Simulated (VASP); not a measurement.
# Ag (Fm-3m) in VASP: further runs

Runs on Ag. Level: LDA. Tasks: single point, relaxation of cell and atoms.

Program: VASP 6.6.1. These are calculated values, not measurements. Logs are shortened: lines on timing, memory, paths and dates and some standing lists are left out, and cuts for length are marked.

**1. The cell of the first run**

The structure is cubic, space group Fm-3m (No. 225). Conventional cell: a = 4.001 Å, b = 4.001 Å, c = 4.001 Å, α = 90.00°, β = 90.00°, γ = 90.00°. Within 3.7 Å of Ag (site symmetry m-3m) lie 12 Ag at 2.83 Å.

**2. Single point, LDA**

Contents of INCAR:

```
  PREC = Accurate
  ENCUT = 520
  EDIFF = 1E-6
  ISMEAR = 0
  SIGMA = 0.2
  LREAL = False
  LASPH = True
  NELM = 80
  ALGO = Normal
  ISIF = 2
  LWAVE = False
  LCHARG = True
  LELF = True
  LVHAR = True
  NBANDS = 12
```

Contents of KPOINTS:

```
Automatic mesh
0
Gamma
  28 28 28
```

Contents of POSCAR:

```
Ag
1.0
    0.0000000000      2.0003130355      2.0003130355
    2.0003130355      0.0000000000      2.0003130355
    2.0003130355      2.0003130355      0.0000000000
Ag
1
Direct
    0.0000000000      0.0000000000      0.0000000000
```

Potentials or basis: VASP PAW LDA potentials, release 64 (Ag).

On the command line:

```console
$ cat potpaw_LDA.64/Ag/POTCAR > POTCAR
$ mpirun -np 1 vasp_std > vasp.out
```

OUTCAR:

```text
PREC = Accurate
   ENCUT = 520
   EDIFF = 1E-6
   ISMEAR = 0
   LREAL = False
   LASPH = True
   NELM = 80
   ISIF = 2

 ion  position               nearest neighbor table
   1  0.000  0.000  0.000-

  LATTYP: Found a face centered cubic cell.
 ALAT       =     4.0006260710

  Lattice vectors:

 A1 = (   0.0000000000,   2.0003130355,   2.0003130355)
 A2 = (   2.0003130355,   0.0000000000,   2.0003130355)
 A3 = (   2.0003130355,   2.0003130355,   0.0000000000)

Analysis of symmetry for initial positions (statically):
=====================================================================
 Subroutine PRICEL returns:
 Original cell was already a primitive cell.

 Routine SETGRP: Setting up the symmetry group for a
 face centered cubic supercell.

 Subroutine GETGRP returns: Found 48 space group operations
 (whereof 48 operations were pure point group operations)
 out of a pool of 48 trial point group operations.

The static configuration has the point symmetry O_h .

Analysis of symmetry for dynamics (positions and initial velocities):
=====================================================================
 Subroutine PRICEL returns:
 Original cell was already a primitive cell.

 Routine SETGRP: Setting up the symmetry group for a
 face centered cubic supercell.

 Subroutine GETGRP returns: Found 48 space group operations
 (whereof 48 operations were pure point group operations)
 out of a pool of 48 trial point group operations.

The dynamic configuration has the point symmetry O_h .

 Subroutine INISYM returns: Found 48 space group operations
 (whereof 48 operations are pure point group operations),
 and found     1 'primitive' translations

----------------------------------------------------------------------------------------

                                     Primitive cell

  volume of cell :      16.0075

  direct lattice vectors                    reciprocal lattice vectors
     0.000000000  2.000313036  2.000313036    -0.249960877  0.249960877  0.249960877
     2.000313036  0.000000000  2.000313036     0.249960877 -0.249960877  0.249960877
     2.000313036  2.000313036  0.000000000     0.249960877  0.249960877 -0.249960877

  length of vectors
     2.828869824  2.828869824  2.828869824     0.432944938  0.432944938  0.432944938

  position of ions in fractional coordinates (direct lattice)
     0.000000000  0.000000000  0.000000000

  ion indices of the primitive-cell ions
   primitive index   ion index
                 1           1

----------------------------------------------------------------------------------------

 KPOINTS: Automatic mesh

Automatic generation of k-mesh.
 Grid dimensions read from file:
 generate k-points for:   28   28   28

 Generating k-lattice:

  Cartesian coordinates                     Fractional coordinates (reciprocal lattice)
    -0.008927174  0.008927174  0.008927174     0.035714286  0.000000000  0.000000000
     0.008927174 -0.008927174  0.008927174     0.000000000  0.035714286  0.000000000
     0.008927174  0.008927174 -0.008927174     0.000000000  0.000000000  0.035714286

  Length of vectors
     0.015462319  0.015462319  0.015462319

  Shift w.r.t. Gamma in fractional coordinates (k-lattice)
     0.000000000  0.000000000  0.000000000

 Subroutine IBZKPT returns following result:
 ===========================================

 Found    624 irreducible k-points:

 Following reciprocal coordinates:
            Coordinates               Weight
  0.000000  0.000000  0.000000      1.000000
  0.035714  0.000000  0.000000      8.000000
  0.071429  0.000000  0.000000      8.000000
  0.107143  0.000000  0.000000      8.000000
  0.142857  0.000000  0.000000      8.000000
  0.178571  0.000000  0.000000      8.000000
[... 16 lines left out ...]
  0.285714  0.035714  0.000000     24.000000
  0.321429  0.035714  0.000000     24.000000
 [... further k-points ...]
   k-points           NKPTS =    624   k-points in BZ     NKDIM =    624   number of bands    NBANDS=     12
   number of dos      NEDOS =    301   number of ions     NIONS =      1
   total plane-waves  NPLWV =  13824
   dimension x,y,z NGX =    24 NGY =   24 NGZ =   24
   dimension x,y,z NGXF=    48 NGYF=   48 NGZF=   48
   ions per type =               1
   NGX,Y,Z   is equivalent  to a cutoff of  14.10, 14.10, 14.10 a.u.
   NGXF,Y,Z  is equivalent  to a cutoff of  28.21, 28.21, 28.21 a.u.
 SYSTEM =  unknown system
   PREC   = accura    normal or accurate (medium, high low for compatibility)
   ISTART =      0    job   : 0-new  1-cont  2-samecut
   ICHARG =      2    charge: 1-file 2-atom 10-const
   ISPIN  =      1    spin polarized calculation?
   LNONCOLLINEAR =      F non collinear calculations
   LSORBIT =      F    spin-orbit coupling
   LASPH  =      T    aspherical Exc in radial PAW
   ENCUT  =  520.0 eV  38.22 Ry    6.18 a.u.   5.26  5.26  5.26*2*pi/ulx,y,z
   NELM   =     80;   NELMIN=  2; NELMDL= -5     # of ELM steps
   EDIFF  = 0.1E-05   stopping-criterion for ELM
   LREAL  =      F    real-space projection
   EDIFFG = 0.1E-04   stopping-criterion for IOM
   NSW    =      0    number of steps for IOM
   IBRION =     -1    ionic relax: 0-MD 1-quasi-New 2-CG
   NFREE  =      0    steps in history (QN), initial steepest desc. (CG)
   ISIF   =      2    stress and relaxation
   ISYM   =      2    0-nonsym 1-usesym 2-fastsym
   POTIM  = 0.5000    time-step for ionic-motion
   TEBEG  =    0.0;   TEEND  =   0.0 temperature during run
   PSTRESS=    0.0 pullay stress
   NELECT =      11.0000    total number of electrons
   NUPDOWN=      -1.0000    fix difference up-down
   EMIN   =  10.00;   EMAX   =-10.00  energy-range for DOS
   EFERMI =   0.00;   METHOD = LEGACY
   ISMEAR =     0;   SIGMA  =   0.20  broadening in eV -4-tet -1-fermi 0-gaus
   EFERMI_NEDOS =   21; number of points for ismear=-14 and -15
   IALGO  =     38    algorithm
   IMIX   =      4    mixing-type and parameters
     AMIX     =   0.40;   BMIX     =  1.00
     AMIX_MAG =   1.60;   BMIX_MAG =  1.00
  volume/ion in A,a.u.               =      16.01       108.02
  Fermi-wavevector in a.u.,A,eV,Ry     =   1.444656  2.730004 28.395778  2.087031
  Thomas-Fermi vector in A             =   2.562926
   LORBIT       =      0    0 simple, 1 ext, 2 COOP (PROOUT), +10 PAW based schemes
   GGA     = CA    functional components
   LHFCALC =     F    Hartree Fock is set to
   AEXX    =    0.0000 exact exchange contribution
   IVDW    =     0    specifies the selected vdW correction
   LEPSILON=     F    determine dielectric tensor
   LRPA    =     F    only Hartree local field effects (RPA)
 non-spin polarized calculation
 Gauss-broadening in eV      SIGMA  =   0.20
  energy-cutoff  :      520.00
  volume of cell :       16.01
 maximum number of plane-waves:       446
 NGX is ok and might be reduce to    24
   NGX = 11   NGY = 11   NGZ = 11

 number of electron      11.0000002 magnetization

 Free energy of the ion-electron system (eV)
  ---------------------------------------------------
  ext. energy  EPLUGINS =         0.00000000
  ---------------------------------------------------
  free energy    TOTEN  =        -3.78525226 eV

  energy without entropy =       -3.78080123  energy(sigma->0) =       -3.78302675

 E-fermi :   9.1216     XC(G=0): -12.9587

 val. band max:        9.0808388929   @ k =   0.5000   0.2143   0.0714
 cond. band min:       9.1258781272   @ k =   0.5000   0.3571   0.1429
 fundamental gap:      0.0450392343
 Fermi energy:         9.1216178313

 k-point     1 :       0.0000    0.0000    0.0000
  band No.  band energies     occupation
      1       0.7622      2.00000
      2       4.0517      2.00000
      3       4.0517      2.00000
      4       4.0517      2.00000
      5       5.2300      2.00000
      6       5.2300      2.00000
      7      25.2047      0.00000
      8      29.0874      0.00000
      9      29.0874      0.00000
     10      29.0874      0.00000
     11      34.2686      0.00000
     12      35.6965      0.00000

 k-point     2 :       0.0357    0.0000    0.0000
  band No.  band energies     occupation
      1       0.8045      2.00000
      2       4.0405      2.00000
      3       4.0644      2.00000
      4       4.0644      2.00000
      5       5.2246      2.00000
      6       5.2246      2.00000
      7      25.2273      0.00000
      8      28.7161      0.00000
      9      29.1142      0.00000
     10      29.1142      0.00000
     11      34.4721      0.00000
     12      35.6292      0.00000

 k-point     3 :       0.0714    0.0000    0.0000
  band No.  band energies     occupation
      1       0.9298      2.00000
      2       4.0097      2.00000
      3       4.1006      2.00000
      4       4.1006      2.00000
      5       5.2107      2.00000
      6       5.2107      2.00000
      7      25.2674      0.00000
      8      27.8428      0.00000
      9      29.1904      0.00000
     10      29.1904      0.00000
     11      34.2778      0.00000
     12      35.4162      0.00000

 k-point     4 :       0.1071    0.0000    0.0000
  band No.  band energies     occupation
      1       1.1321      2.00000
      2       3.9679      2.00000
      3       4.1541      2.00000
      4       4.1541      2.00000
      5       5.1946      2.00000
      6       5.1946      2.00000
      7      25.1854      0.00000
      8      26.8752      0.00000
      9      29.3032      0.00000
     10      29.3032      0.00000
     11      33.6258      0.00000
     12      35.0457      0.00000

 k-point     5 :       0.1429    0.0000    0.0000
  band No.  band energies     occupation
      1       1.3986      2.00000
      2       3.9317      2.00000
      3       4.2135      2.00000
      4       4.2135      2.00000
      5       5.1878      2.00000
      6       5.1878      2.00000
      7      24.5727      0.00000
      8      26.3180      0.00000
      9      29.4290      0.00000
     10      29.4290      0.00000
     11      32.9956      0.00000
     12      34.5377      0.00000

 k-point     6 :       0.1786    0.0000    0.0000
  band No.  band energies     occupation
      1       1.7044      2.00000
      2       3.9304      2.00000
      3       4.2628      2.00000
      4       4.2628      2.00000
      5       5.2058      2.00000
      6       5.2058      2.00000
      7      23.4109      0.00000
      8      26.1884      0.00000
      9      29.5308      0.00000
     10      29.5308      0.00000
     11      32.5648      0.00000
     12      33.9620      0.00000

 k-point     7 :       0.2143    0.0000    0.0000
  band No.  band energies     occupation
      1       2.0033      2.00000
      2       4.0144      2.00000
      3       4.2861      2.00000
      4       4.2861      2.00000
      5       5.2634      2.00000
      6       5.2634      2.00000
      7      22.0668      0.00000
      8      26.0946      0.00000
      9      29.5562      0.00000
     10      29.5562      0.00000
     11      32.4243      0.00000
     12      33.4178      0.00000

 k-point     8 :       0.2500    0.0000    0.0000
  band No.  band energies     occupation
      1       2.2315      2.00000
      2       4.2506      2.00000
      3       4.2775      2.00000
      4       4.2775      2.00000
      5       5.3642      2.00000
      6       5.3642      2.00000
      7      20.6696      0.00000
      8      25.9125      0.00000
      9      29.4481      0.00000
     10      29.4481      0.00000
     11      32.5947      0.00000
     12      33.0020      0.00000
[... 166 lines left out ...]
 k-point    20 :       0.1786    0.0357    0.0000
  band No.  band energies     occupation
      1       1.6353      2.00000
      2       3.8884      2.00000
      3       4.2688      2.00000
      4       4.2718      2.00000
      5       5.1170      2.00000
      6       5.2758      2.00000
      7      23.8631      0.00000
      8      26.1795      0.00000
      9      28.7651      0.00000
     10      30.0306      0.00000
     11      32.4016      0.00000
     12      34.2453      0.00000

 k-point    21 :       0.2143    0.0357    0.0000
  band No.  band energies     occupation
      1       1.9425      2.00000
      2       3.9258      2.00000
      3       4.3025      2.00000
      4       4.3040      2.00000
      5       5.1617      2.00000
      6       5.3310      2.00000
      7      22.5530      0.00000
      8      26.0960      0.00000
      9      28.6799      0.00000
     10      30.3618      0.00000
     11      31.8509      0.00000
     12      33.8588      0.00000

 k-point    22 :       0.2500    0.0357    0.0000
  band No.  band energies     occupation
      1       2.2002      2.00000
      2       4.0779      2.00000
      3       4.3063      2.00000
      4       4.3076      2.00000
      5       5.2667      2.00000
      6       5.4237      2.00000
      7      21.1646      0.00000
      8      25.9471      0.00000
      9      28.5313      0.00000
     10      30.5002      0.00000
     11      31.5656      0.00000
     12      33.5303      0.00000

 k-point    23 :       0.2857    0.0357    0.0000
  band No.  band energies     occupation
      1       2.3538      2.00000
      2       4.2310      2.00000
      3       4.2813      2.00000
      4       4.4497      2.00000
      5       5.4342      2.00000
      6       5.5476      2.00000
      7      19.7575      0.00000
      8      25.7117      0.00000
      9      28.3134      0.00000
     10      30.1352      0.00000
     11      31.7692      0.00000
     12      33.2908      0.00000

 k-point    24 :       0.3214    0.0357    0.0000
  band No.  band energies     occupation
      1       2.4051      2.00000
      2       4.1946      2.00000
      3       4.2384      2.00000
      4       4.8961      2.00000
      5       5.6790      2.00000
      6       5.6883      2.00000
      7      18.3625      0.00000
      8      25.4266      0.00000
      9      28.0447      0.00000
     10      29.5304      0.00000
     11      32.1434      0.00000
     12      33.1435      0.00000

 [... further k-points ...]
[... 5 lines left out ...]
  --------------------------------------------------------------------------------------
  -------------------------------------------------------------------------------------
  Total        0.0156494      0.0156494      0.0156494     -0.0000000      0.0000000     -0.0000000
  in kB        1.5663351      1.5663351      1.5663351     -0.0000000      0.0000000     -0.0000000
  external PRESSURE =       1.5663351 kB  Pullay stress =       0.0000000 kB

 VOLUME and BASIS-vectors are now :
 -----------------------------------------------------------------------------
  energy-cutoff  :      520.00
  volume of cell :       16.01
      direct lattice vectors                 reciprocal lattice vectors
     0.000000000  2.000313036  2.000313036    -0.249960877  0.249960877  0.249960877
     2.000313036  0.000000000  2.000313036     0.249960877 -0.249960877  0.249960877
     2.000313036  2.000313036  0.000000000     0.249960877  0.249960877 -0.249960877

 POSITION                                       TOTAL-FORCE (eV/Angst)
 -----------------------------------------------------------------------------------
      0.00000      0.00000      0.00000         0.000000      0.000000      0.000000
 -----------------------------------------------------------------------------------
    total drift:                                0.000000      0.000000     -0.000000

  FREE ENERGIE OF THE ION-ELECTRON SYSTEM (eV)
  ---------------------------------------------------
  free  energy   TOTEN  =        -3.7852522579 eV

  energy  without entropy=       -3.7808012329  energy(sigma->0) =       -3.78302675
```

Wall time 50 s (1 thread of Intel Xeon Platinum 8488C (Sapphire Rapids), shared host); peak memory 0.23 GiB.

Results:

* Free energy: -3.7853 eV
* Pressure: 0.2 GPa
* Band gap on the k mesh: zero (an odd number of electrons rules out a gap without spin polarisation)

[end of part 1 of 2]
